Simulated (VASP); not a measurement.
# SnO2 (Pnnm) in VASP: a series of runs

The runs below take SnO2 through single point, with r2SCAN.

Program: VASP 6.6.1. These are calculated values, not measurements. Logs are shortened: lines on timing, memory, paths and dates and some standing lists are left out, and cuts for length are marked.

### 1 The cell of the first run

It takes space group Pnnm (No. 58, orthorhombic). Conventional cell: a = 4.760 Å, b = 4.760 Å, c = 3.201 Å, α = 90.00°, β = 90.00°, γ = 90.00°. Within 2.8 Å of Sn (site symmetry 2/m) lie 6 O at 2.08 to 2.09 Å. O (site symmetry m) has 3 Sn at 2.08 to 2.09 Å and 6 O at 2.68 to 2.87 Å within 2.9 Å.

### 2 Single point, r2SCAN (atoms displaced along a vibrational mode)

POSCAR

```
SnO2
1.0
    4.7598181121      0.0000000000      0.0000000000
    0.0000000000      4.7600576133      0.0000000000
    0.0000000000      0.0000000000      3.2007107582
Sn O
2 4
Direct
    0.5000000000      0.5000000000      0.5000000000
    0.0000000000      0.0000000000      0.0000000000
    0.3504316774      0.2613952761      0.0000000000
    0.8504316774      0.2386047239      0.5000000000
    0.1495683226      0.7613952761      0.5000000000
    0.6495683226      0.7386047239      0.0000000000
```

INCAR.step1

```
PREC = Accurate
ENCUT = 520
ISMEAR = 0
SIGMA = 0.05
LREAL = F
LASPH = T
NELM = 60
NBANDS = 35
GGA = PE
ALGO = Normal
EDIFF = 1E-4
LWAVE = T
LCHARG = F
```

INCAR.step2

```
PREC = Accurate
ENCUT = 520
EDIFF = 1E-7
ISMEAR = 0
SIGMA = 0.05
LREAL = F
LASPH = T
NELM = 60
ALGO = Normal
ISIF = 2
LWAVE = F
LCHARG = F
METAGGA = R2SCAN
LMIXTAU = T
NBANDS = 35
ISTART = 1
```

KPOINTS

```
Automatic mesh
0
Gamma
  6 6 8
```

Potentials or basis: VASP PAW PBE potentials, release 64 (Sn_d, O).

Run with:

```sh
$ cat potpaw_PBE.64/Sn_d/POTCAR potpaw_PBE.64/O/POTCAR > POTCAR
$ cp INCAR.step1 INCAR
$ mpirun -np 1 vasp_std > vasp.out
$ cp INCAR.step2 INCAR
$ mpirun -np 1 vasp_std > vasp.out
```

OUTCAR:

```text
PREC = Accurate
   ENCUT = 520
   EDIFF = 1E-7
   ISMEAR = 0
   LREAL = F
   LASPH = T
   NELM = 60
   ISIF = 2
   METAGGA = R2SCAN
   ISTART = 1

 ion  position               nearest neighbor table
   1  0.500  0.500  0.500-   4 2.08   5 2.08   3 2.09   6 2.09   3 2.09   6 2.09   2 3.73   2 3.73
                             2 3.73   2 3.73   2 3.73   2 3.73   2 3.73   2 3.73
   2  0.000  0.000  0.000-   3 2.08   6 2.08   5 2.09   5 2.09   4 2.09   4 2.09   1 3.73   1 3.73
                             1 3.73   1 3.73   1 3.73   1 3.73   1 3.73   1 3.73
   3  0.350  0.261  0.000-   2 2.08   1 2.09   1 2.09
   4  0.850  0.239  0.500-   1 2.08   2 2.09   2 2.09
   5  0.150  0.761  0.500-   1 2.08   2 2.09   2 2.09
   6  0.650  0.739  0.000-   2 2.08   1 2.09   1 2.09

  LATTYP: Found a simple orthorhombic cell.
 ALAT       =     3.2007107582
 B/A-ratio  =     1.4871128545
 C/A-ratio  =     1.4871876820

  Lattice vectors:

 A1 = (   0.0000000000,   0.0000000000,   3.2007107582)
 A2 = (   4.7598181121,   0.0000000000,   0.0000000000)
 A3 = (   0.0000000000,   4.7600576133,   0.0000000000)

Analysis of symmetry for initial positions (statically):
=====================================================================
 Subroutine PRICEL returns:
 Original cell was already a primitive cell.

 Routine SETGRP: Setting up the symmetry group for a
 simple orthorhombic supercell.

 Subroutine GETGRP returns: Found  8 space group operations
 (whereof  4 operations were pure point group operations)
 out of a pool of  8 trial point group operations.

The static configuration has the point symmetry C_2h.
 The point group associated with its full space group is D_2h.

Analysis of symmetry for dynamics (positions and initial velocities):
=====================================================================
 Subroutine PRICEL returns:
 Original cell was already a primitive cell.

 Routine SETGRP: Setting up the symmetry group for a
 simple orthorhombic supercell.

 Subroutine GETGRP returns: Found  8 space group operations
 (whereof  4 operations were pure point group operations)
 out of a pool of  8 trial point group operations.

The dynamic configuration has the point symmetry C_2h.
 The point group associated with its full space group is D_2h.

 Subroutine INISYM returns: Found  8 space group operations
 (whereof  4 operations are pure point group operations),
 and found     1 'primitive' translations

----------------------------------------------------------------------------------------

                                     Primitive cell

  volume of cell :      72.5185

  direct lattice vectors                    reciprocal lattice vectors
     4.759818112  0.000000000  0.000000000     0.210092062  0.000000000  0.000000000
     0.000000000  4.760057613  0.000000000     0.000000000  0.210081491  0.000000000
     0.000000000  0.000000000  3.200710758     0.000000000  0.000000000  0.312430605

  length of vectors
     4.759818112  4.760057613  3.200710758     0.210092062  0.210081491  0.312430605

  position of ions in fractional coordinates (direct lattice)
     0.500000000  0.500000000  0.500000000
     0.000000000  0.000000000  0.000000000
     0.350431677  0.261395276  0.000000000
     0.850431677  0.238604724  0.500000000
     0.149568323  0.761395276  0.500000000
     0.649568323  0.738604724  0.000000000

  ion indices of the primitive-cell ions
   primitive index   ion index
                 1           1
                 2           2
                 3           3
                 4           4
                 5           5
                 6           6

----------------------------------------------------------------------------------------

 KPOINTS: Automatic mesh

Automatic generation of k-mesh.
 Grid dimensions read from file:
 generate k-points for:    6    6    8

 Generating k-lattice:

  Cartesian coordinates                     Fractional coordinates (reciprocal lattice)
     0.035015344  0.000000000  0.000000000     0.166666667  0.000000000  0.000000000
     0.000000000  0.035013582  0.000000000     0.000000000  0.166666667  0.000000000
     0.000000000  0.000000000  0.039053826     0.000000000  0.000000000  0.125000000

  Length of vectors
     0.035015344  0.035013582  0.039053826

  Shift w.r.t. Gamma in fractional coordinates (k-lattice)
     0.000000000  0.000000000  0.000000000

 Subroutine IBZKPT returns following result:
 ===========================================

 Found     80 irreducible k-points:

 Following reciprocal coordinates:
            Coordinates               Weight
  0.000000  0.000000  0.000000      1.000000
  0.166667  0.000000  0.000000      2.000000
  0.333333  0.000000  0.000000      2.000000
  0.500000  0.000000  0.000000      1.000000
  0.000000  0.166667  0.000000      2.000000
  0.166667  0.166667  0.000000      4.000000
[... 16 lines left out ...]
  0.333333  0.166667  0.125000      8.000000
  0.500000  0.166667  0.125000      4.000000
 [... further k-points ...]
   k-points           NKPTS =     80   k-points in BZ     NKDIM =     80   number of bands    NBANDS=     35
   number of dos      NEDOS =    301   number of ions     NIONS =      6
   total plane-waves  NPLWV =  31104
   dimension x,y,z NGX =    36 NGY =   36 NGZ =   24
   dimension x,y,z NGXF=    72 NGYF=   72 NGZF=   48
   ions per type =               2   4
   NGX,Y,Z   is equivalent  to a cutoff of  12.57, 12.57, 12.47 a.u.
   NGXF,Y,Z  is equivalent  to a cutoff of  25.15, 25.15, 24.93 a.u.
 SYSTEM =  unknown system
   PREC   = accura    normal or accurate (medium, high low for compatibility)
   ISTART =      1    job   : 0-new  1-cont  2-samecut
   ICHARG =      0    charge: 1-file 2-atom 10-const
   ISPIN  =      1    spin polarized calculation?
   LNONCOLLINEAR =      F non collinear calculations
   LSORBIT =      F    spin-orbit coupling
   LASPH  =      T    aspherical Exc in radial PAW
   ENCUT  =  520.0 eV  38.22 Ry    6.18 a.u.   8.85  8.85  5.95*2*pi/ulx,y,z
   NELM   =     60;   NELMIN=  2; NELMDL=  0     # of ELM steps
   EDIFF  = 0.1E-06   stopping-criterion for ELM
   LREAL  =      F    real-space projection
   EDIFFG = 0.1E-05   stopping-criterion for IOM
   NSW    =      0    number of steps for IOM
   IBRION =     -1    ionic relax: 0-MD 1-quasi-New 2-CG
   NFREE  =      0    steps in history (QN), initial steepest desc. (CG)
   ISIF   =      2    stress and relaxation
   ISYM   =      2    0-nonsym 1-usesym 2-fastsym
   POTIM  = 0.5000    time-step for ionic-motion
   TEBEG  =    0.0;   TEEND  =   0.0 temperature during run
   PSTRESS=    0.0 pullay stress
   NELECT =      52.0000    total number of electrons
   NUPDOWN=      -1.0000    fix difference up-down
   EMIN   =  10.00;   EMAX   =-10.00  energy-range for DOS
   EFERMI =   0.00;   METHOD = LEGACY
   ISMEAR =     0;   SIGMA  =   0.05  broadening in eV -4-tet -1-fermi 0-gaus
   EFERMI_NEDOS =   21; number of points for ismear=-14 and -15
   IALGO  =     38    algorithm
   IMIX   =      4    mixing-type and parameters
     AMIX     =   0.40;   BMIX     =  1.00
     AMIX_MAG =   1.60;   BMIX_MAG =  1.00
  volume/ion in A,a.u.               =      12.09        81.56
  Fermi-wavevector in a.u.,A,eV,Ry     =   1.465299  2.769014 29.213088  2.147101
  Thomas-Fermi vector in A             =   2.581173
   LORBIT       =      0    0 simple, 1 ext, 2 COOP (PROOUT), +10 PAW based schemes
   METAGGA = R2SCAN    functional components
   LHFCALC =     F    Hartree Fock is set to
   AEXX    =    0.0000 exact exchange contribution
   IVDW    =     0    specifies the selected vdW correction
   LEPSILON=     F    determine dielectric tensor
   LRPA    =     F    only Hartree local field effects (RPA)
 non-spin polarized calculation
 Gauss-broadening in eV      SIGMA  =   0.05
  energy-cutoff  :      520.00
  volume of cell :       72.52
 maximum number of plane-waves:      1992
 NGX is ok and might be reduce to    36
   NGX = 17   NGY = 17   NGZ = 11

 number of electron      52.0000010 magnetization

 Free energy of the ion-electron system (eV)
  ---------------------------------------------------
  ext. energy  EPLUGINS =         0.00000000
  ---------------------------------------------------
  free energy    TOTEN  =       -84.41510525 eV

  energy without entropy =      -84.41510525  energy(sigma->0) =      -84.41510525

 E-fermi :   5.5761     XC(G=0): -12.0123

 val. band max:        5.3048686173   @ k =   0.0000   0.3333   0.0000
 cond. band min:       7.2895299308   @ k =   0.0000   0.0000   0.0000
 fundamental gap:      1.9846613135
 Fermi energy:         5.5761139004

 k-point     1 :       0.0000    0.0000    0.0000
  band No.  band energies     occupation
      1     -16.0963      2.00000
      2     -15.2422      2.00000
      3     -14.9977      2.00000
      4     -14.9878      2.00000
      5     -14.9837      2.00000
      6     -14.9191      2.00000
[... 27 lines left out ...]
     34      18.1442      0.00000
     35      18.9029      0.00000

 k-point     2 :       0.1667    0.0000    0.0000
  band No.  band energies     occupation
      1     -16.0520      2.00000
      2     -15.3014      2.00000
      3     -14.9952      2.00000
      4     -14.9887      2.00000
      5     -14.9830      2.00000
      6     -14.9542      2.00000
[... 27 lines left out ...]
     34      18.1891      0.00000
     35      18.6996      0.00000

 k-point     3 :       0.3333    0.0000    0.0000
  band No.  band energies     occupation
      1     -15.9228      2.00000
      2     -15.4875      2.00000
      3     -14.9912      2.00000
      4     -14.9894      2.00000
      5     -14.9876      2.00000
      6     -14.9824      2.00000
[... 27 lines left out ...]
     34      18.6064      0.00000
     35      18.8674      0.00000
[... 723 lines left out ...]
 k-point    23 :       0.3333    0.1667    0.1250
  band No.  band energies     occupation
      1     -15.8555      2.00000
      2     -15.5195      2.00000
      3     -15.1565      2.00000
      4     -15.1350      2.00000
      5     -14.9482      2.00000
      6     -14.9168      2.00000
[... 27 lines left out ...]
     34      18.3677      0.00000
     35      19.0640      0.00000

 k-point    24 :       0.5000    0.1667    0.1250
  band No.  band energies     occupation
      1     -15.7040      2.00000
      2     -15.7040      2.00000
      3     -15.1477      2.00000
      4     -15.1477      2.00000
      5     -14.9326      2.00000
      6     -14.9326      2.00000
[... 27 lines left out ...]
     34      18.4878      0.00000
     35      18.9140      0.00000

 [... further k-points ...]

------------------------ aborting loop because EDIFF is reached ----------------------------------------

  FORCE on cell =-STRESS in cart. coord.  units (eV):
  Direction    XX          YY          ZZ          XY          YZ          ZX
  --------------------------------------------------------------------------------------
  -------------------------------------------------------------------------------------
  Total       -0.6896934     -2.1348798     -1.4312695      0.0000000      0.0000000      0.0000000
  in kB      -15.2376383    -47.1666484    -31.6215395      0.0000000      0.0000000      0.0000000
  external PRESSURE =     -31.3419421 kB  Pullay stress =       0.0000000 kB

 VOLUME and BASIS-vectors are now :
 -----------------------------------------------------------------------------
  energy-cutoff  :      520.00
  volume of cell :       72.52
      direct lattice vectors                 reciprocal lattice vectors
     4.759818112  0.000000000  0.000000000     0.210092062  0.000000000  0.000000000
     0.000000000  4.760057613  0.000000000     0.000000000  0.210081491  0.000000000
     0.000000000  0.000000000  3.200710758     0.000000000  0.000000000  0.312430605

 POSITION                                       TOTAL-FORCE (eV/Angst)
 -----------------------------------------------------------------------------------
      2.37991      2.38003      1.60036        -0.000000      0.000000      0.000000
      0.00000      0.00000      0.00000        -0.000000      0.000000      0.000000
      1.66799      1.24426      0.00000        -0.182264      0.499340      0.000000
      4.04790      1.13577      1.60036        -0.182264     -0.499340      0.000000
      0.71192      3.62429      1.60036         0.182264      0.499340     -0.000000
      3.09183      3.51580      0.00000         0.182264     -0.499340     -0.000000
 -----------------------------------------------------------------------------------
    total drift:                               -0.000000     -0.000000      0.000000

  FREE ENERGIE OF THE ION-ELECTRON SYSTEM (eV)
  ---------------------------------------------------
  free  energy   TOTEN  =       -84.4151052513 eV

  energy  without entropy=      -84.4151052513  energy(sigma->0) =      -84.41510525
```

Wall time 13 min (1 thread of AMD EPYC 7R43 (Zen 3), shared host); peak memory 0.26 GiB.

What came out:

- Free energy: -84.4151 eV
- Pressure: -3.1 GPa
- Largest force: 0.532 eV/Å
- Band gap on the k mesh: 1.98 eV (least direct gap 2.10 eV)

Forces in eV/Å, atoms in the order of the input:
```
Sn   0.000  0.000  0.000
Sn   0.000  0.000  0.000
O   -0.182  0.499  0.000
O   -0.182 -0.499  0.000
O    0.182  0.499  0.000
O    0.182 -0.499  0.000
```

Caveat: the cell differs from its parent crystal (atoms displaced along a vibrational mode); the cell stands under tension; the PAW data sets were made with another functional, which shifts forces and pressure a little; spin-orbit coupling is left out, which moves the levels of the heavy elements. A k mesh can miss the band edges.

(Continued in part 2 of 2.)
